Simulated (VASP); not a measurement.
# AlN (Fm-3m) in VASP: notebook

Runs on AlN. Level: PBE+D3(BJ). Tasks: single point.

The COD entry that gives the cell may itself be a prediction, so a difference from it is no test against experiment.

All numbers are computed with VASP 6.6.1; they aren't measurements. Logs are shortened: lines on timing, memory, paths and dates and some standing lists are left out, and cuts for length are marked.

## Step 1: The cell of the first run

The structure is cubic, space group Fm-3m (No. 225). Conventional cell: a = 3.905 Å, b = 3.905 Å, c = 3.905 Å, α = 90.00°, β = 90.00°, γ = 90.00°. Within 2.6 Å of Al (site symmetry m-3m) lie 6 N at 1.95 Å. Within 2.6 Å of N (site symmetry m-3m) lie 6 Al at 1.95 Å.

## Step 2: Single point, PBE+D3(BJ)

INCAR

```
ALGO = Normal
EDIFF = 1E-7
ENCUT = 520
GGA = PE
ISIF = 2
ISMEAR = 0
IVDW = 12
LASPH = T
LCHARG = T
LELF = T
LREAL = F
LVHAR = T
LWAVE = F
NBANDS = 11
NELM = 100
PREC = Accurate
SIGMA = 0.01
```

KPOINTS

```
k-points
0
Gamma
  8 8 8
```

POSCAR

```
AlN
1.0
    0.0000000000      1.9524529992      1.9524529992
    1.9524529992      0.0000000000      1.9524529992
    1.9524529992      1.9524529992      0.0000000000
Al N
1 1
Direct
    0.0000000000      0.0000000000      0.0000000000
    0.5000000000      0.5000000000      0.5000000000
```

Potentials or basis: VASP PAW PBE potentials, release 64 (Al, N).

On the command line:

```sh
$ cat potpaw_PBE.64/Al/POTCAR potpaw_PBE.64/N/POTCAR > POTCAR
$ mpirun -np 1 vasp_std > vasp.out
```

OUTCAR:

```text
EDIFF = 1E-7
   ENCUT = 520
   GGA = PE
   ISIF = 2
   ISMEAR = 0
   IVDW = 12
   LASPH = T
   LREAL = F
   NELM = 100
   PREC = Accurate
 IVDW          = 12

 ion  position               nearest neighbor table
   1  0.000  0.000  0.000-   2 1.95   2 1.95   2 1.95   2 1.95   2 1.95   2 1.95
   2  0.500  0.500  0.500-   1 1.95   1 1.95   1 1.95   1 1.95   1 1.95   1 1.95

  LATTYP: Found a face centered cubic cell.
 ALAT       =     3.9049059984

  Lattice vectors:

 A1 = (   0.0000000000,   1.9524529992,   1.9524529992)
 A2 = (   1.9524529992,   0.0000000000,   1.9524529992)
 A3 = (   1.9524529992,   1.9524529992,   0.0000000000)

Analysis of symmetry for initial positions (statically):
=====================================================================
 Subroutine PRICEL returns:
 Original cell was already a primitive cell.

 Routine SETGRP: Setting up the symmetry group for a
 face centered cubic supercell.

 Subroutine GETGRP returns: Found 48 space group operations
[... 9 lines left out ...]

 Routine SETGRP: Setting up the symmetry group for a
 face centered cubic supercell.

 Subroutine GETGRP returns: Found 48 space group operations
[... 11 lines left out ...]
                                     Primitive cell

  volume of cell :      14.8858

  direct lattice vectors                    reciprocal lattice vectors
     0.000000000  1.952452999  1.952452999    -0.256088111  0.256088111  0.256088111
     1.952452999  0.000000000  1.952452999     0.256088111 -0.256088111  0.256088111
     1.952452999  1.952452999  0.000000000     0.256088111  0.256088111 -0.256088111

  length of vectors
     2.761185511  2.761185511  2.761185511     0.443557619  0.443557619  0.443557619

  position of ions in fractional coordinates (direct lattice)
     0.000000000  0.000000000  0.000000000
     0.500000000  0.500000000  0.500000000

  ion indices of the primitive-cell ions
   primitive index   ion index
                 1           1
                 2           2

----------------------------------------------------------------------------------------

 KPOINTS: k-points

Automatic generation of k-mesh.
 Grid dimensions read from file:
 generate k-points for:    8    8    8

 Generating k-lattice:

  Cartesian coordinates                     Fractional coordinates (reciprocal lattice)
    -0.032011014  0.032011014  0.032011014     0.125000000  0.000000000  0.000000000
     0.032011014 -0.032011014  0.032011014     0.000000000  0.125000000  0.000000000
     0.032011014  0.032011014 -0.032011014     0.000000000  0.000000000  0.125000000

[... 63 lines left out ...]
   ISYM   =      2    0-nonsym 1-usesym 2-fastsym
   POTIM  = 0.5000    time-step for ionic-motion
   TEBEG  =    0.0;   TEEND  =   0.0 temperature during run
   PSTRESS=    0.0 pullay stress
   NELECT =       8.0000    total number of electrons
   NUPDOWN=      -1.0000    fix difference up-down
   EMIN   =  10.00;   EMAX   =-10.00  energy-range for DOS
   EFERMI =   0.00;   METHOD = LEGACY
   ISMEAR =     0;   SIGMA  =   0.01  broadening in eV -4-tet -1-fermi 0-gaus
   EFERMI_NEDOS =   21; number of points for ismear=-14 and -15
   IALGO  =     38    algorithm
   IMIX   =      4    mixing-type and parameters
     AMIX     =   0.40;   BMIX     =  1.00
     AMIX_MAG =   1.60;   BMIX_MAG =  1.00
  volume/ion in A,a.u.               =       7.44        50.23
  Fermi-wavevector in a.u.,A,eV,Ry     =   1.331009  2.515242 24.103867  1.771584
  Thomas-Fermi vector in A             =   2.460052
   LORBIT       =      0    0 simple, 1 ext, 2 COOP (PROOUT), +10 PAW based schemes
   GGA     = PE    functional components
   LHFCALC =     F    Hartree Fock is set to
   AEXX    =    0.0000 exact exchange contribution
   IVDW    =    12    specifies the selected vdW correction
   LEPSILON=     F    determine dielectric tensor
   LRPA    =     F    only Hartree local field effects (RPA)
 non-spin polarized calculation
 Gauss-broadening in eV      SIGMA  =   0.01
  energy-cutoff  :      520.00
  volume of cell :       14.89
 maximum number of plane-waves:       415
 NGX is ok and might be reduce to    24
   NGX = 11   NGY = 11   NGZ = 11

 number of electron       8.0000001 magnetization

 Free energy of the ion-electron system (eV)
  ---------------------------------------------------
  ext. energy  EPLUGINS =         0.00000000
  ---------------------------------------------------
  free energy    TOTEN  =       -14.32442609 eV

  energy without entropy =      -14.32442609  energy(sigma->0) =      -14.32442609

 E-fermi :  11.5405     XC(G=0): -12.7836

 val. band max:       11.3797974793   @ k =   0.0000   0.0000   0.0000
 cond. band min:      16.4849392816   @ k =   0.5000   0.5000   0.0000
 fundamental gap:      5.1051418024
 Fermi energy:        11.5405486506

 k-point     1 :       0.0000    0.0000    0.0000
  band No.  band energies     occupation
      1      -7.1611      2.00000
      2      11.3798      2.00000
      3      11.3798      2.00000
      4      11.3798      2.00000
      5      18.6484      0.00000
      6      23.8778      0.00000
      7      23.8778      0.00000
      8      23.8778      0.00000
      9      29.3105      0.00000
     10      29.9492      0.00000
     11      29.9492      0.00000
[... 309 lines left out ...]
 k-point    24 :      -0.3750    0.2500    0.1250
  band No.  band energies     occupation
      1      -2.8998      2.00000
      2       3.3151      2.00000
      3       7.2888      2.00000
      4       9.1516      2.00000
      5      20.5435      0.00000
      6      20.8533      0.00000
      7      24.7768      0.00000
      8      25.2859      0.00000
      9      30.7259      0.00000
     10      31.9388      0.00000
     11      35.2408      0.00000

 [... further k-points ...]

------------------------ aborting loop because EDIFF is reached ----------------------------------------

 Edisp (eV)   -0.75726

 E8    (eV) :    -0.2958

  FORCE on cell =-STRESS in cart. coord.  units (eV):
  Direction    XX          YY          ZZ          XY          YZ          ZX
  --------------------------------------------------------------------------------------
  -------------------------------------------------------------------------------------
  Total       2.91462     2.91462     2.91462     0.00000     0.00000    -0.00000
  in kB     313.70436   313.70436   313.70436     0.00000     0.00000    -0.00000
  external pressure =      313.70 kB  Pullay stress =        0.00 kB

 VOLUME and BASIS-vectors are now :
 -----------------------------------------------------------------------------
  energy-cutoff  :      520.00
  volume of cell :       14.89
      direct lattice vectors                 reciprocal lattice vectors
     0.000000000  1.952452999  1.952452999    -0.256088111  0.256088111  0.256088111
     1.952452999  0.000000000  1.952452999     0.256088111 -0.256088111  0.256088111
     1.952452999  1.952452999  0.000000000     0.256088111  0.256088111 -0.256088111

 POSITION                                       TOTAL-FORCE (eV/Angst)
 -----------------------------------------------------------------------------------
      0.00000      0.00000      0.00000         0.000000      0.000000      0.000000
      1.95245      1.95245      1.95245        -0.000000     -0.000000     -0.000000
 -----------------------------------------------------------------------------------
    total drift:                               -0.000000     -0.000000      0.000000

  FREE ENERGIE OF THE ION-ELECTRON SYSTEM (eV)
  ---------------------------------------------------
  free  energy   TOTEN  =       -15.0816849435 eV

  energy  without entropy=      -15.0816849435  energy(sigma->0) =      -15.08168494
```

OSZICAR:

```text
N       E                     dE             d eps       ncg     rms          rms(c)
DAV:   1     0.108739564182E+02    0.10874E+02   -0.42271E+03   654   0.633E+02
DAV:   2    -0.155706534779E+02   -0.26445E+02   -0.25403E+02   784   0.144E+02
DAV:   3    -0.161793218573E+02   -0.60867E+00   -0.60786E+00   774   0.200E+01
DAV:   4    -0.161817512450E+02   -0.24294E-02   -0.24292E-02   725   0.138E+00
DAV:   5    -0.161817711609E+02   -0.19916E-04   -0.19916E-04   749   0.117E-01    0.807E+00
DAV:   6    -0.143590914939E+02    0.18227E+01   -0.70252E+00   695   0.148E+01    0.298E+00
DAV:   7    -0.143295923252E+02    0.29499E-01   -0.26136E-01   739   0.352E+00    0.192E+00
DAV:   8    -0.143247659086E+02    0.48264E-02   -0.15082E-02   695   0.106E+00    0.384E-01
DAV:   9    -0.143243841495E+02    0.38176E-03   -0.14126E-03   713   0.239E-01    0.174E-01
DAV:  10    -0.143244349952E+02   -0.50846E-04   -0.16356E-04   728   0.893E-02    0.619E-02
DAV:  11    -0.143244263614E+02    0.86339E-05   -0.29610E-05   737   0.320E-02    0.832E-03
DAV:  12    -0.143244261514E+02    0.20996E-06   -0.86085E-07   695   0.783E-03    0.119E-03
DAV:  13    -0.143244260877E+02    0.63740E-07   -0.22542E-08   382   0.984E-04
   1 F= -.15081685E+02 E0= -.15081685E+02  d E =-.196296-116
```

stdout:

```text
POSCAR found type information on POSCAR AlN
 POSCAR found :  2 types and       2 ions
 scaLAPACK will be used
 LDA part: xc-table for (Slater+PW92), standard interpolation
 POSCAR, INCAR and KPOINTS ok, starting setup
 FFT: planning ... GRIDC
 FFT: planning ... GRID_SOFT
 FFT: planning ... GRID
 WAVECAR not read
 entering main loop
```

Run time: 8.5 s. Hardware: 1 thread of Intel Xeon Platinum 8259CL at 2.50GHz (Skylake/Cascade Lake), shared host; peak memory 0.14 GiB.

What came out:

- Free energy: -15.0817 eV
- Pressure: 31.4 GPa
- Band gap on the k mesh: 5.11 eV, indirect (least direct gap 7.27 eV)
- Dispersion energy per atom: -0.379 eV

A k mesh can miss the band edges. Expect the measured gap to be larger: semilocal functionals such as PBE lack the derivative discontinuity.

## Step 3: Single point, PBE+D3(BJ)

This run uses another cell than the first one, of 7.63 Å³/atom, 1.026 times its volume.

INCAR

```
SYSTEM = AlN
ALGO = Normal ; EDIFF = 1E-7
ENCUT = 520 ; GGA = PE
ISIF = 2 ; ISMEAR = 0
IVDW = 12 ; LASPH = .TRUE.
LCHARG = .FALSE. ; LREAL = .FALSE.
LWAVE = .FALSE. ; NBANDS = 11
NELM = 80 ; PREC = Accurate
SIGMA = 0.01
```

KPOINTS

```
k-points
0
G
  8 8 8
  0 0 0
```

POSCAR

```
AlN
1.0
    0.0000000000      1.9690000000      1.9690000000
    1.9690000000      0.0000000000      1.9690000000
    1.9690000000      1.9690000000      0.0000000000
Al N
1 1
Direct
    0.0000000000      0.0000000000      0.0000000000
    0.5000000000      0.5000000000      0.5000000000
```

Potentials or basis: VASP PAW PBE potentials, release 64 (Al, N).

On the command line:

```sh
$ cat potpaw_PBE.64/Al/POTCAR potpaw_PBE.64/N/POTCAR > POTCAR
$ mpirun -np 1 vasp_std > vasp.out
```

Wall time 6.5 s (1 thread of Intel Xeon Platinum 8259CL at 2.50GHz (Skylake/Cascade Lake), shared host); peak memory 0.14 GiB.

The run converged. Its results:

```
Free energy                : -15.1455 eV
Pressure                   : 22.1 GPa
Band gap on the k mesh     : 5.16 eV, indirect (least direct gap 6.87 eV)
Dispersion energy per atom : -0.369 eV
```

Levels at points of the mesh, in eV from the valence-band top:
```csv
k point,band 1,band 2,band 3,band 4,band 5,band 6,band 7,band 8
"(0.00, 0.00, 0.00)",-18.29,0.00,0.00,0.00,6.87,12.42,12.42,12.42
"(0.50, 0.00, 0.00)",-14.71,-8.83,-1.23,-1.23,6.65,11.66,11.66,14.50
"(0.50, 0.50, 0.00)",-13.61,-7.93,-3.01,-3.01,5.16,5.40,15.05,18.54
```

A k mesh can miss the band edges.

[end of part 1 of 2]
